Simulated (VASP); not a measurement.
Set up this calculation in VASP 6.6.1, as the native input.

```
Task                   : single point
Functional             : PBE
Potentials or basis    : VASP PAW PBE potentials, release 64 (Ge_d, Bi_d, Br)
Cutoff                 : 520 eV
k mesh                 : 4 × 4 × 2
Occupations            : gaussian, width 0.1 eV
Spin                   : no spin polarisation
Dipole correction      : no
Further INCAR settings : ALGO = Normal; EDIFF = 1e-06; NBANDS = 41
```

The structure of GeBiBr5 lies in POSCAR:

```
GeBiBr5
1.0
    4.9878430971      0.0000000000      0.0000000000
    0.0000000000      4.9878430971      0.0000000000
    0.0000000000      0.0000000000      8.0604147636
Ge Bi Br
1 1 5
Direct
    0.5000000000      0.5000000000      0.0000000000
    0.0000000000      0.0000000000      0.5000000000
    0.0000000000      0.5000000000      0.2812722664
    0.0000000000      0.5000000000      0.7187277336
    0.5000000000      0.0000000000      0.2812722664
    0.5000000000      0.0000000000      0.7187277336
    0.0000000000      0.0000000000      0.0000000000
```

The cell was built from a structure type or drawn by symmetry, and may not be a known phase.

The input as run:

INCAR

```
PREC = Accurate ; ENCUT = 520
EDIFF = 1E-6 ; ISMEAR = 0
SIGMA = 0.1 ; LREAL = F
LASPH = T ; NELM = 60
ALGO = Normal ; ISIF = 2
LWAVE = F ; LCHARG = F
GGA = PE ; NBANDS = 41
```

KPOINTS

```
Automatic mesh
0
Gamma
  4 4 2
```

Potentials or basis: VASP PAW PBE potentials, release 64 (Ge_d, Bi_d, Br).

Command:

```sh
$ cat potpaw_PBE.64/Ge_d/POTCAR potpaw_PBE.64/Bi_d/POTCAR potpaw_PBE.64/Br/POTCAR > POTCAR
$ mpirun -np 1 vasp_std > vasp.out
```

It gave:

```yaml
Pressure: 0.0 GPa
Largest_force: 0.005 eV/Å
Band_gap_on_the_k_mesh: 0.60 eV (least direct gap 0.95 eV)
```

Caveat: spin-orbit coupling is left out, which moves the levels of the heavy elements.

Run time: 61 s on 1 thread of Intel(R) Xeon(R) 6975P-C (Granite Rapids) (shared host), peak memory 0.35 GiB.
